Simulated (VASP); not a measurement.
# Os (R-3m) in VASP: single point with PBE

Aim: the single point of Os with PBE.

Program: VASP 6.6.1. These are calculated values, not measurements. Logs are shortened: lines on timing, memory, paths and dates and some standing lists are left out, and cuts for length are marked.

## (1) The cell of the first run

It takes space group R-3m (No. 166, trigonal). Conventional cell: a = 2.748 Å, b = 2.748 Å, c = 19.692 Å, α = 90.00°, β = 90.00°, γ = 120.00°. Within 3.6 Å of Os (site symmetry -3m) lie 12 Os at 2.73 to 2.75 Å. Os (site symmetry 3m) has 12 Os at 2.65 to 2.75 Å within 3.5 Å.

## (2) Single point, PBE

The input, INCAR:

```
SYSTEM = Os
  PREC = Accurate
  ENCUT = 520
  EDIFF = 1E-7
  ISMEAR = 0
  SIGMA = 0.1
  LREAL = .False.
  LASPH = .True.
  NELM = 100
  ALGO = Fast
  ISIF = 2
  LWAVE = .False.
  LCHARG = .False.
  GGA = PE
  NBANDS = 46
```

The input, KPOINTS:

```
Automatic mesh
0
Gamma
  18 18 3
  0 0 0
```

The input, POSCAR:

```
Os
1.0
    2.7479257894      0.0000000000      0.0000000000
   -1.3739628947      2.3797735413      0.0000000000
    0.0000000000      0.0000000000     19.6915331162
Os
9
Direct
    0.0000000000      0.0000000000      0.0000000000
    0.3333333333      0.6666666667      0.1126314206
    0.0000000000      0.0000000000      0.2207019128
    0.3333333333      0.6666666667      0.3333333333
    0.6666666667      0.3333333333      0.4459647539
    0.3333333333      0.6666666667      0.5540352461
    0.6666666667      0.3333333333      0.6666666667
    0.0000000000      0.0000000000      0.7792980872
    0.6666666667      0.3333333333      0.8873685794
```

Potentials or basis: VASP PAW PBE potentials, release 64 (Os).

The run is started by

```bash
cat potpaw_PBE.64/Os/POTCAR > POTCAR
mpirun -np 1 vasp_std > vasp.out
```

OUTCAR:

```text
SYSTEM = Os
   PREC = Accurate
   ENCUT = 520
   EDIFF = 1E-7
   ISMEAR = 0
   LREAL = .False.
   LASPH = .True.
   NELM = 100
   ISIF = 2
   GGA = PE

 ion  position               nearest neighbor table
   1  0.000  0.000  0.000-   2 2.73   9 2.73   2 2.73   9 2.73   9 2.73   2 2.73
   2  0.333  0.667  0.113-   3 2.65   3 2.65   3 2.65   1 2.73   1 2.73   1 2.73
   3  0.000  0.000  0.221-   2 2.65   2 2.65   2 2.65   4 2.73   4 2.73   4 2.73
   4  0.333  0.667  0.333-   3 2.73   3 2.73   3 2.73   5 2.73   5 2.73   5 2.73
   5  0.667  0.333  0.446-   6 2.65   6 2.65   6 2.65   4 2.73   4 2.73   4 2.73
   6  0.333  0.667  0.554-   5 2.65   5 2.65   5 2.65   7 2.73   7 2.73   7 2.73
   7  0.667  0.333  0.667-   8 2.73   8 2.73   8 2.73   6 2.73   6 2.73   6 2.73
   8  0.000  0.000  0.779-   9 2.65   9 2.65   9 2.65   7 2.73   7 2.73   7 2.73
   9  0.667  0.333  0.887-   8 2.65   8 2.65   8 2.65   1 2.73   1 2.73   1 2.73

  LATTYP: Found a hexagonal cell.
 ALAT       =     2.7479257894
 C/A-ratio  =     7.1659624842

  Lattice vectors:

 A1 = (   2.7479257894,   0.0000000000,   0.0000000000)
 A2 = (  -1.3739628947,   2.3797735413,   0.0000000000)
 A3 = (   0.0000000000,   0.0000000000,  19.6915331162)

Analysis of symmetry for initial positions (statically):
=====================================================================
 Subroutine PRICEL returns following result:

  LATTYP: Found a trigonal (rhomboedric) cell.
 ALAT       =     6.7528575418
 COS(alpha) =     0.9172048632

  Lattice vectors:

 A1 = (  -1.3739628946,   0.7932578470,  -6.5638443714)
 A2 = (   1.3739628944,   0.7932578473,  -6.5638443734)
 A3 = (   0.0000000001,  -1.5865156943,  -6.5638443714)

   3 primitive cells build up your supercell.

 Routine SETGRP: Setting up the symmetry group for a
 hexagonal supercell.

 Subroutine GETGRP returns: Found 12 space group operations
 (whereof 12 operations were pure point group operations)
 out of a pool of 24 trial point group operations.

The static configuration has the point symmetry D_3d.

Analysis of symmetry for dynamics (positions and initial velocities):
=====================================================================
 Subroutine PRICEL returns following result:

  LATTYP: Found a trigonal (rhomboedric) cell.
 ALAT       =     6.7528575418
 COS(alpha) =     0.9172048632

  Lattice vectors:

 A1 = (  -1.3739628946,   0.7932578470,  -6.5638443714)
 A2 = (   1.3739628944,   0.7932578473,  -6.5638443734)
 A3 = (   0.0000000001,  -1.5865156943,  -6.5638443714)

   3 primitive cells build up your supercell.

 Routine SETGRP: Setting up the symmetry group for a
 hexagonal supercell.

 Subroutine GETGRP returns: Found 12 space group operations
 (whereof 12 operations were pure point group operations)
 out of a pool of 24 trial point group operations.

The dynamic configuration has the point symmetry D_3d.

 Subroutine INISYM returns: Found 12 space group operations
 (whereof 12 operations are pure point group operations),
 and found     3 'primitive' translations

----------------------------------------------------------------------------------------

                                     Primitive cell

  volume of cell :      42.9239

  direct lattice vectors                    reciprocal lattice vectors
    -1.373962895  0.793257847 -6.563844371    -0.363910847  0.210104025 -0.050783248
     1.373962894  0.793257847 -6.563844373     0.363910846  0.210104025 -0.050783248
     0.000000000 -1.586515694 -6.563844371     0.000000000 -0.420208050 -0.050783248

  length of vectors
     6.752857542  6.752857544  6.752857542     0.423265571  0.423265571  0.423265571

  position of ions in fractional coordinates (direct lattice)
     0.000000000  0.000000000  0.000000000
     0.220701913  0.220701913  0.220701913
     0.779298087  0.779298087  0.779298087

  ion indices of the primitive-cell ions
   primitive index   ion index
                 1           1
                 2           8
                 3           3

----------------------------------------------------------------------------------------

 KPOINTS: Automatic mesh

Automatic generation of k-mesh.
 Grid dimensions read from file:
 generate k-points for:   18   18    3

 Generating k-lattice:

  Cartesian coordinates                     Fractional coordinates (reciprocal lattice)
     0.020217269  0.011672446  0.000000000     0.055555556  0.000000000  0.000000000
     0.000000000  0.023344892  0.000000000     0.000000000  0.055555556  0.000000000
     0.000000000  0.000000000  0.016927749     0.000000000  0.000000000  0.333333333

  Length of vectors
     0.023344892  0.023344892  0.016927749

  Shift w.r.t. Gamma in fractional coordinates (k-lattice)
     0.000000000  0.000000000  0.000000000

 Subroutine IBZKPT returns following result:
 ===========================================

 Found    101 irreducible k-points:

 Following reciprocal coordinates:
            Coordinates               Weight
  0.000000  0.000000  0.000000      1.000000
  0.055556 -0.000000  0.000000      6.000000
  0.111111 -0.000000  0.000000      6.000000
  0.166667 -0.000000  0.000000      6.000000
  0.222222  0.000000  0.000000      6.000000
  0.277778  0.000000  0.000000      6.000000
[... 16 lines left out ...]
  0.333333  0.111111  0.000000     12.000000
  0.388889  0.111111  0.000000     12.000000
 [... further k-points ...]
   k-points           NKPTS =    101   k-points in BZ     NKDIM =    101   number of bands    NBANDS=     46
   number of dos      NEDOS =    301   number of ions     NIONS =      9
   total plane-waves  NPLWV =  60000
   dimension x,y,z NGX =    20 NGY =   20 NGZ =  150
   dimension x,y,z NGXF=    40 NGYF=   40 NGZF=  300
   ions per type =               9
   NGX,Y,Z   is equivalent  to a cutoff of  12.10, 12.10, 12.66 a.u.
   NGXF,Y,Z  is equivalent  to a cutoff of  24.20, 24.20, 25.33 a.u.
 SYSTEM =  Os
   PREC   = accura    normal or accurate (medium, high low for compatibility)
   ISTART =      0    job   : 0-new  1-cont  2-samecut
   ICHARG =      2    charge: 1-file 2-atom 10-const
   ISPIN  =      1    spin polarized calculation?
   LNONCOLLINEAR =      F non collinear calculations
   LSORBIT =      F    spin-orbit coupling
   LASPH  =      T    aspherical Exc in radial PAW
   ENCUT  =  520.0 eV  38.22 Ry    6.18 a.u.   5.11  5.11 36.61*2*pi/ulx,y,z
   NELM   =    100;   NELMIN=  2; NELMDL= -5     # of ELM steps
   EDIFF  = 0.1E-06   stopping-criterion for ELM
   LREAL  =      F    real-space projection
   EDIFFG = 0.1E-05   stopping-criterion for IOM
   NSW    =      0    number of steps for IOM
   IBRION =     -1    ionic relax: 0-MD 1-quasi-New 2-CG
   NFREE  =      0    steps in history (QN), initial steepest desc. (CG)
   ISIF   =      2    stress and relaxation
   ISYM   =      2    0-nonsym 1-usesym 2-fastsym
   POTIM  = 0.5000    time-step for ionic-motion
   TEBEG  =    0.0;   TEEND  =   0.0 temperature during run
   PSTRESS=    0.0 pullay stress
   NELECT =      72.0000    total number of electrons
   NUPDOWN=      -1.0000    fix difference up-down
   EMIN   =  10.00;   EMAX   =-10.00  energy-range for DOS
   EFERMI =   0.00;   METHOD = LEGACY
   ISMEAR =     0;   SIGMA  =   0.10  broadening in eV -4-tet -1-fermi 0-gaus
   EFERMI_NEDOS =   21; number of points for ismear=-14 and -15
   IALGO  =     68    algorithm
   IMIX   =      4    mixing-type and parameters
     AMIX     =   0.40;   BMIX     =  1.00
     AMIX_MAG =   1.60;   BMIX_MAG =  1.00
  volume/ion in A,a.u.               =      14.31        96.55
  Fermi-wavevector in a.u.,A,eV,Ry     =   1.348690  2.548655 24.748533  1.818966
  Thomas-Fermi vector in A             =   2.476339
   LORBIT       =      0    0 simple, 1 ext, 2 COOP (PROOUT), +10 PAW based schemes
   GGA     = PE    functional components
   LHFCALC =     F    Hartree Fock is set to
   AEXX    =    0.0000 exact exchange contribution
   IVDW    =     0    specifies the selected vdW correction
   LEPSILON=     F    determine dielectric tensor
   LRPA    =     F    only Hartree local field effects (RPA)
 non-spin polarized calculation
 RMM-DIIS sequential band-by-band and
 Gauss-broadening in eV      SIGMA  =   0.10
  energy-cutoff  :      520.00
  volume of cell :      128.77
 maximum number of plane-waves:      3492
   NGX = 11   NGY = 11   NGZ = 73

 number of electron      72.0000003 magnetization

 Free energy of the ion-electron system (eV)
  ---------------------------------------------------
  ext. energy  EPLUGINS =         0.00000000
  ---------------------------------------------------
  free energy    TOTEN  =      -100.85258599 eV

  energy without entropy =     -100.82305000  energy(sigma->0) =     -100.83781799

 E-fermi :   9.1867     XC(G=0): -13.9262

 val. band max:        9.1835829776   @ k =   0.2778   0.0556   0.0000
 cond. band min:       9.1919127085   @ k =   0.2778   0.0000   0.3333
 fundamental gap:      0.0083297309
 Fermi energy:         9.1866957713

 k-point     1 :       0.0000    0.0000    0.0000
  band No.  band energies     occupation
      1      -1.6134      2.00000
      2      -1.0419      2.00000
      3      -1.0419      2.00000
      4       0.3905      2.00000
      5       0.3905      2.00000
      6       1.3960      2.00000
[... 38 lines left out ...]
     45       9.6027      0.00000
     46       9.6028      0.00000

 k-point     2 :       0.0556   -0.0000    0.0000
  band No.  band energies     occupation
      1      -1.4902      2.00000
      2      -0.9242      2.00000
      3      -0.9237      2.00000
      4       0.5035      2.00000
      5       0.5037      2.00000
      6       1.5170      2.00000
[... 1070 lines left out ...]
 k-point    24 :       0.3889    0.1111    0.0000
  band No.  band energies     occupation
      1       1.8988      2.00000
      2       1.9548      2.00000
      3       2.0330      2.00000
      4       2.2712      2.00000
      5       2.3912      2.00000
      6       2.5004      2.00000
[... 38 lines left out ...]
     45      11.6641      0.00000
     46      12.6640      0.00000

 [... further k-points ...]

------------------------ aborting loop because EDIFF is reached ----------------------------------------

  FORCE on cell =-STRESS in cart. coord.  units (eV):
  Direction    XX          YY          ZZ          XY          YZ          ZX
  --------------------------------------------------------------------------------------
  -------------------------------------------------------------------------------------
  Total       -0.0824560     -0.0824560     -0.1821926      0.0000000      0.0000000      0.0000000
  in kB       -1.0259185     -1.0259185     -2.2668418      0.0000000      0.0000000      0.0000000
  external PRESSURE =      -1.4395596 kB  Pullay stress =       0.0000000 kB

 VOLUME and BASIS-vectors are now :
 -----------------------------------------------------------------------------
  energy-cutoff  :      520.00
  volume of cell :      128.77
      direct lattice vectors                 reciprocal lattice vectors
     2.747925789  0.000000000  0.000000000     0.363910846  0.210104025  0.000000000
    -1.373962895  2.379773541  0.000000000     0.000000000  0.420208050  0.000000000
     0.000000000  0.000000000 19.691533116     0.000000000  0.000000000  0.050783248

 POSITION                                       TOTAL-FORCE (eV/Angst)
 -----------------------------------------------------------------------------------
      0.00000      0.00000      0.00000         0.000000      0.000000      0.000000
     -0.00000      1.58652      2.21789        -0.000000      0.000000      0.007889
      0.00000      0.00000      4.34596         0.000000     -0.000000     -0.007889
     -0.00000      1.58652      6.56384         0.000000      0.000000     -0.000000
      1.37396      0.79326      8.78173         0.000000     -0.000000      0.007889
     -0.00000      1.58652     10.90980         0.000000      0.000000     -0.007889
      1.37396      0.79326     13.12769        -0.000000      0.000000      0.000000
      0.00000      0.00000     15.34557         0.000000     -0.000000      0.007889
      1.37396      0.79326     17.47365        -0.000000     -0.000000     -0.007889
 -----------------------------------------------------------------------------------
    total drift:                               -0.000000      0.000000     -0.000000

  FREE ENERGIE OF THE ION-ELECTRON SYSTEM (eV)
  ---------------------------------------------------
  free  energy   TOTEN  =      -100.8525859887 eV

  energy  without entropy=     -100.8230499999  energy(sigma->0) =     -100.83781799
```

It took 14 min on 1 thread of Intel Xeon Platinum 8259CL at 2.50GHz (Skylake/Cascade Lake), shared host; peak memory 0.52 GiB.

What came out:

```
Free energy            : -100.8526 eV
Pressure               : -0.1 GPa
Largest force          : 0.008 eV/Å
Band gap on the k mesh : zero (bands 36 and 37 overlap by 3.65 eV)
```

Forces in eV/Å, atoms in the order of the input:
```
Os   0.000  0.000  0.000
Os   0.000  0.000  0.008
Os   0.000  0.000 -0.008
Os   0.000  0.000  0.000
Os   0.000  0.000  0.008
Os   0.000  0.000 -0.008
Os   0.000  0.000  0.000
Os   0.000  0.000  0.008
Os   0.000  0.000 -0.008
```

Stress tensor (GPa, compression positive):
```
-0.10  0.00  0.00
 0.00 -0.10  0.00
 0.00  0.00 -0.23
```

Caveat: spin-orbit coupling is left out, which moves the levels of the heavy elements.
